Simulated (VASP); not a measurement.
# CsAs (Fm-3m) in VASP: relaxation of cell and atoms with PBE

Aim: the relaxation of cell and atoms of CsAs with PBE.

Program: VASP 6.6.1. These are calculated values, not measurements. Logs are shortened: lines on timing, memory, paths and dates and some standing lists are left out, and cuts for length are marked.

### 1 The cell of the first run

The structure is cubic, space group Fm-3m (No. 225). The conventional cell has a = 6.456 Å, b = 6.456 Å, c = 6.456 Å, α = 90.00°, β = 90.00°, γ = 90.00°. Cs (site symmetry m-3m) has 6 As at 3.23 Å within 4.2 Å. Within 4.2 Å of As (site symmetry m-3m) lie 6 Cs at 3.23 Å.

### 2 Relaxation of cell and atoms, PBE

Contents of INCAR:

```
ALGO = Normal ; EDIFF = 1E-7
EDIFFG = -0.04 ; ENCUT = 600
GGA = PE ; GGA_COMPAT = False
IBRION = 2 ; ISIF = 3
ISMEAR = 0 ; LASPH = True
LCHARG = False ; LREAL = False
LWAVE = False ; NELM = 120
NELMIN = 4 ; NSW = 90
PREC = Accurate ; SIGMA = 0.1
```

Contents of KPOINTS:

```
k-points
0
Gamma
  6 6 6
```

Contents of POSCAR:

```
CsAs
1.0
    0.0000000000      3.2282402227      3.2282402227
    3.2282402227      0.0000000000      3.2282402227
    3.2282402227      3.2282402227      0.0000000000
Cs As
1 1
Direct
    0.0000000000      0.0000000000      0.0000000000
    0.5000000000      0.5000000000      0.5000000000
```

Potentials or basis: VASP PAW PBE potentials, release 64 (Cs_sv, As_d).

On the command line:

```bash
cat potpaw_PBE.64/Cs_sv/POTCAR potpaw_PBE.64/As_d/POTCAR > POTCAR
mpirun -np 1 vasp_std > vasp.out
```

OUTCAR:

```text
EDIFF = 1E-7
   EDIFFG = -0.04
   ENCUT = 600
   GGA = PE
   IBRION = 2
   ISIF = 3
   ISMEAR = 0
   LASPH = True
   LREAL = False
   NELM = 120
   NELMIN = 4
   NSW = 90
   PREC = Accurate

 ion  position               nearest neighbor table
   1  0.000  0.000  0.000-
   2  0.500  0.500  0.500-

  LATTYP: Found a face centered cubic cell.
 ALAT       =     6.4564804454

  Lattice vectors:

 A1 = (   0.0000000000,   3.2282402227,   3.2282402227)
 A2 = (   3.2282402227,   0.0000000000,   3.2282402227)
 A3 = (   3.2282402227,   3.2282402227,   0.0000000000)

Analysis of symmetry for initial positions (statically):
=====================================================================
 Subroutine PRICEL returns:
 Original cell was already a primitive cell.

 Routine SETGRP: Setting up the symmetry group for a
 face centered cubic supercell.

 Subroutine GETGRP returns: Found 48 space group operations
 (whereof 48 operations were pure point group operations)
 out of a pool of 48 trial point group operations.

The static configuration has the point symmetry O_h .

Analysis of symmetry for dynamics (positions and initial velocities):
=====================================================================
 Subroutine PRICEL returns:
 Original cell was already a primitive cell.

 Routine SETGRP: Setting up the symmetry group for a
 face centered cubic supercell.

 Subroutine GETGRP returns: Found 48 space group operations
 (whereof 48 operations were pure point group operations)
 out of a pool of 48 trial point group operations.

The dynamic configuration has the point symmetry O_h .

 Subroutine INISYM returns: Found 48 space group operations
 (whereof 48 operations are pure point group operations),
 and found     1 'primitive' translations

----------------------------------------------------------------------------------------

                                     Primitive cell

  volume of cell :      67.2864

  direct lattice vectors                    reciprocal lattice vectors
     0.000000000  3.228240223  3.228240223    -0.154883145  0.154883145  0.154883145
     3.228240223  0.000000000  3.228240223     0.154883145 -0.154883145  0.154883145
     3.228240223  3.228240223  0.000000000     0.154883145  0.154883145 -0.154883145

  length of vectors
[... 75 lines left out ...]
   EDIFFG = -.4E-01   stopping-criterion for IOM
   NSW    =     90    number of steps for IOM
   IBRION =      2    ionic relax: 0-MD 1-quasi-New 2-CG
   NFREE  =      1    steps in history (QN), initial steepest desc. (CG)
   ISIF   =      3    stress and relaxation
   ISYM   =      2    0-nonsym 1-usesym 2-fastsym
   POTIM  = 0.5000    time-step for ionic-motion
   TEBEG  =    0.0;   TEEND  =   0.0 temperature during run
   PSTRESS=    0.0 pullay stress
   NELECT =      24.0000    total number of electrons
   NUPDOWN=      -1.0000    fix difference up-down
   EMIN   =  10.00;   EMAX   =-10.00  energy-range for DOS
   EFERMI =   0.00;   METHOD = LEGACY
   ISMEAR =     0;   SIGMA  =   0.10  broadening in eV -4-tet -1-fermi 0-gaus
   EFERMI_NEDOS =   21; number of points for ismear=-14 and -15
   IALGO  =     38    algorithm
   IMIX   =      4    mixing-type and parameters
     AMIX     =   0.40;   BMIX     =  1.00
     AMIX_MAG =   1.60;   BMIX_MAG =  1.00
  volume/ion in A,a.u.               =      33.64       227.04
  Fermi-wavevector in a.u.,A,eV,Ry     =   1.161010  2.193991 18.339904  1.347945
  Thomas-Fermi vector in A             =   2.297587
   LORBIT       =      0    0 simple, 1 ext, 2 COOP (PROOUT), +10 PAW based schemes
   GGA     = PE    functional components
   LHFCALC =     F    Hartree Fock is set to
   AEXX    =    0.0000 exact exchange contribution
   IVDW    =     0    specifies the selected vdW correction
   LEPSILON=     F    determine dielectric tensor
   LRPA    =     F    only Hartree local field effects (RPA)
 conjugate gradient relaxation of ions
 non-spin polarized calculation
 Gauss-broadening in eV      SIGMA  =   0.10
  energy-cutoff  :      600.00
  volume of cell :       67.29
 maximum number of plane-waves:      2272
   NGX = 19   NGY = 19   NGZ = 19

--------------------------------------- Ionic step        1  -------------------------------------------

 number of electron      24.0000015 magnetization

 Free energy of the ion-electron system (eV)
  ---------------------------------------------------
  ext. energy  EPLUGINS =         0.00000000
  ---------------------------------------------------
  free energy    TOTEN  =        -3.88446112 eV

  energy without entropy =       -3.86470315  energy(sigma->0) =       -3.87458214

------------------------ aborting loop because EDIFF is reached ----------------------------------------

  FORCE on cell =-STRESS in cart. coord.  units (eV):
  Direction    XX          YY          ZZ          XY          YZ          ZX
  --------------------------------------------------------------------------------------
  -------------------------------------------------------------------------------------
  Total        3.0913446      3.0913446      3.0913446      0.0000000      0.0000000      0.0000000
  in kB       73.6089258     73.6089258     73.6089258      0.0000000      0.0000000      0.0000000
  external PRESSURE =      73.6089258 kB  Pullay stress =       0.0000000 kB
[... 59 lines left out ...]
--------------------------------------- Ionic step        3  -------------------------------------------

 number of electron      24.0000022 magnetization

 E-fermi :   0.0477     XC(G=0):  -7.6938

 val. band max:        0.0419785572   @ k =  -0.3333   0.5000   0.1667
 cond. band min:       0.0616439322   @ k =  -0.3333   0.3333   0.0000
 fundamental gap:      0.0196653751
 Fermi energy:         0.0477358998

 k-point     1 :       0.0000    0.0000    0.0000
  band No.  band energies     occupation
      1     -34.5701      2.00000
      2     -34.5701      2.00000
      3     -34.5682      2.00000
      4     -34.5682      2.00000
      5     -34.5682      2.00000
      6     -20.9120      2.00000
[... 364 lines left out ...]
--------------------------------------- Ionic step        5  -------------------------------------------

 number of electron      23.9999984 magnetization

 Free energy of the ion-electron system (eV)
  ---------------------------------------------------
  ext. energy  EPLUGINS =         0.00000000
  ---------------------------------------------------
  free energy    TOTEN  =        -4.38008535 eV

  energy without entropy =       -4.33197453  energy(sigma->0) =       -4.35602994

 E-fermi :  -0.3037     XC(G=0):  -7.3536

 val. band max:       -0.3152746518   @ k =  -0.3333   0.1667   0.0000
 cond. band min:      -0.2850720439   @ k =   0.5000   0.3333   0.0000
 fundamental gap:      0.0302026079
 Fermi energy:        -0.3037077717

 k-point     1 :       0.0000    0.0000    0.0000
  band No.  band energies     occupation
      1     -34.9183      2.00000
      2     -34.9183      2.00000
      3     -34.9167      2.00000
      4     -34.9167      2.00000
      5     -34.9167      2.00000
      6     -21.3152      2.00000
[... 322 lines left out ...]
  FREE ENERGIE OF THE ION-ELECTRON SYSTEM (eV)
  ---------------------------------------------------
  free  energy   TOTEN  =        -4.3800853491 eV

  energy  without entropy=       -4.3319745289  energy(sigma->0) =       -4.35602994

 reached required accuracy - stopping structural energy minimisation
```

OSZICAR:

```text
N       E                     dE             d eps       ncg     rms          rms(c)
DAV:   1     0.187191208846E+03    0.18719E+03   -0.13292E+04   600   0.560E+03
DAV:   2     0.206864177212E+02   -0.16650E+03   -0.16383E+03   584   0.840E+02
DAV:   3    -0.278898516205E+01   -0.23475E+02   -0.23139E+02   552   0.135E+02
[... 60 lines left out ...]
DAV:   8    -0.438008337874E+01    0.76758E-05   -0.29460E-05   656   0.804E-02    0.356E-03
DAV:   9    -0.438008490351E+01   -0.15248E-05   -0.36683E-06   528   0.164E-02    0.142E-03
DAV:  10    -0.438008543378E+01   -0.53028E-06   -0.48133E-07   712   0.916E-03    0.864E-04
DAV:  11    -0.438008532565E+01    0.10813E-06   -0.72240E-08   368   0.449E-03    0.918E-05
DAV:  12    -0.438008534915E+01   -0.23493E-07   -0.48701E-09   288   0.858E-04
   5 F= -.43800853E+01 E0= -.43560299E+01  d E =-.495624E+00
```

Wall time 68 s (1 thread of Intel Xeon 6975P-C (Granite Rapids), shared host); peak memory 0.21 GiB.

Results:

- Free energy: -4.3801 eV
- Relaxed volume: 49.98 Å³/atom
- Relaxed cell: a = 5.209 Å, b = 5.209 Å, c = 5.209 Å, α = 60.00°, β = 60.00°, γ = 60.00°
- Space group after relaxing (to 0.1 Å): Fm-3m (No. 225)
- Energy gained by relaxing: 247.8 meV/atom
- Ionic steps: 5
- Pressure after relaxing: -0.1 GPa
- Band gap on the k mesh: zero (bands 12 and 13 overlap by 0.64 eV)

Step by step:
```csv
step,energy change (eV),largest force (eV/Å),pressure (GPa),volume (Å³)
1,0.0000,0.0000,7.36,67.29
2,-0.4177,0.0000,1.87,83.49
3,-0.4813,0.0000,0.68,91.78
4,-0.4719,0.0000,-0.65,109.96
5,-0.4956,0.0000,-0.06,99.96
```

Final structure:
```yaml
crystal:
  lattice:
    - [0.00000, 3.68358, 3.68358]
    - [3.68358, 0.00000, 3.68358]
    - [3.68358, 3.68358, 0.00000]
  atoms:
    - { symbol: Cs, position: [0.00000, 0.00000, 0.00000] }
    - { symbol: As, position: [0.50000, 0.50000, 0.50000] }
```

Levels at points of the mesh, in eV from the Fermi level:
```csv
k point,band 9,band 10,band 11,band 12,band 13,band 14,band 15,band 16
"(0.00, 0.00, 0.00)",-7.79,-7.79,0.42,0.42,0.42,3.03,4.51,4.51
"(0.50, 0.00, 0.00)",-7.81,-7.38,-0.99,-0.22,-0.22,4.99,5.69,6.53
"(0.50, 0.50, 0.00)",-7.90,-7.90,-0.10,0.27,0.27,3.06,5.30,6.24
```

Caveat: the volume moved by over 15 % at a fixed basis, so the end points are rough; spin-orbit coupling is left out, which moves the levels of the heavy elements.
